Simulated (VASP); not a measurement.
Write the native input for VASP 6.6.1 that does the following.

```
Task                   : single point
Functional             : PBE
Potentials or basis    : VASP PAW PBE potentials, release 64 (Cu)
Cutoff                 : 520 eV
k mesh                 : 20 × 20 × 20
Occupations            : fermi-dirac, width 0.5 eV
Spin                   : no spin polarisation
Dipole correction      : no
Further INCAR settings : ALGO = Fast; EDIFF = 1e-06; NBANDS = 12
```

The structure of Cu lies in POSCAR:

```
Cu
1.0
   -1.4427933200      1.4427933200      1.3760814500
    1.4427933200     -1.4427933200      1.3760814500
    1.4427933200      1.4427933200     -1.3760814500
Cu
1
Direct
    0.0000000000      0.0000000000      0.0000000000
```

One way to write it, as run:

INCAR

```
PREC = Accurate
ENCUT = 520
EDIFF = 1E-6
ISMEAR = -1
SIGMA = 0.5
LREAL = F
LASPH = T
NELM = 60
ALGO = Fast
ISIF = 2
LWAVE = F
LCHARG = F
GGA = PE
NBANDS = 12
```

KPOINTS

```
Automatic mesh
0
Gamma
  20 20 20
```

Potentials or basis: VASP PAW PBE potentials, release 64 (Cu).

Command:

```sh
$ cat potpaw_PBE.64/Cu/POTCAR > POTCAR
$ mpirun -np 1 vasp_std > vasp.out
```

It gave:

* Pressure: 10.2 GPa
* Band gap on the k mesh: zero (an odd number of electrons rules out a gap without spin polarisation)

Caveat: the cell stands under pressure; so wide a smearing shifts energies and pressures.

Run time: 31 s on 1 thread of Intel(R) Xeon(R) 6975P-C (Granite Rapids) (shared host), peak memory 0.19 GiB.
